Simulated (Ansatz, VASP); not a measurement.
## CuO in VASP and in Ansatz

```
CELL_PARAMETERS angstrom
2.34635 -1.71415 0.00000
2.34635 1.71415 0.00000
-0.85192 0.00000 5.06587
ATOMIC_POSITIONS crystal
Cu 0.00330 0.49670 0.00000
Cu 0.49670 0.00330 0.50000
O 0.57190 0.40730 0.26020
O 0.40730 0.57190 0.76020
```

Change from the starting cell: parallel moments scaled by 0.03, plain SCF.

Alike in both runs: task single point; functional r2SCAN; k mesh 7 × 7 × 4; occupations fermi-dirac, width 0.05 eV; collinear spin.

|  | VASP | Ansatz |
| --- | --- | --- |
| version | VASP 6.6.1 | Ansatz 0.2.0 |
| potentials or method | VASP PAW PBE potentials, release 64 (Cu, O), cutoff 520 eV | PAW, plane waves, scalar-relativistic |
| valence electrons in the cell | 34 | 50 |

VASP gave:

| Quantity | Value |
| --- | --- |
| pressure (GPa) | -0.3 |
| traceless stress, the component that is largest in VASP (GPa) | -1.97 |
| rms of the force components (eV/Å) | 0.566 |
| net moment per atom (μB) | 0.00 |
| size of the moment on the site where the two differ most (μB) | 0.00 |

**Question.** What did Ansatz give for the same quantities?

**Answer.** Pressure (GPa): 0.2; traceless stress, the component that is largest in VASP (GPa): -0.49; rms of the force components (eV/Å): 0.603; net moment per atom (μB): 0.48; size of the moment on the site where the two differ most (μB): 0.64.

The net moments are unlike, so the other rows may belong to different states. VASP's potentials were made for PBE, not for r2SCAN. Site moments also hang on the region over which each program counts them. Atom by atom the forces differ by 0.069 eV/Å (rms over components). VASP's potentials hold 34 valence electrons a cell and Ansatz's 50, so a difference there can come from the potentials and not from the codes. Ansatz's warnings: spin hold released, stability check not made.
